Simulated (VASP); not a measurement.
## Cd3BiAs: single point with LDA

The system is Cd3BiAs.

```
As Bi Cd
1.0
     6.50000    0.00000    0.00000
     0.00000    6.50000    0.00000
     0.00000    0.00000    6.50000
As Bi Cd
1 1 3
Cartesian
  0.0000 0.0000 0.0000
  3.2500 3.2500 3.2500
  3.2500 3.2500 0.0000
  3.2500 0.0000 3.2500
  0.0000 3.2500 3.2500
```

```yaml
Program: VASP 6.6.1
Task: single point
Functional: LDA
Potentials_or_basis: VASP PAW LDA potentials, release 64 (As, Bi_d, Cd)
Cutoff: 520 eV
k_mesh: 4 × 4 × 4
Occupations: gaussian, width 0.05 eV
Spin: no spin polarisation
Dipole_correction: no
Further_INCAR_settings: ALGO = Fast; EDIFF = 1e-06; NBANDS = 36
```

| Quantity | Value |
| --- | --- |
| Pressure | -4.5 GPa |
| Band gap on the k mesh | zero (bands 28 and 29 overlap by 0.05 eV) |

Levels at points of the mesh, in eV from the Fermi level:
```
           k point  band 26  band 27  band 28  band 29  band 30  band 31
(0.00, 0.00, 0.00)    -1.86    -1.65    -1.65     0.03     0.03     0.03
(0.50, 0.00, 0.00)    -1.71    -1.59    -0.04    -0.04     0.42     2.02
(0.50, 0.50, 0.00)    -1.58    -0.03    -0.03     0.07     1.17     2.15
(0.50, 0.50, 0.50)    -0.50    -0.50    -0.50     2.20     2.20     2.20
```

It took 3.4 min on 1 thread of Intel Xeon 8259CL (shared host), peak memory 0.3 GiB.

Caveat: the cell stands under tension; spin-orbit coupling is left out, which moves the levels of the heavy elements.
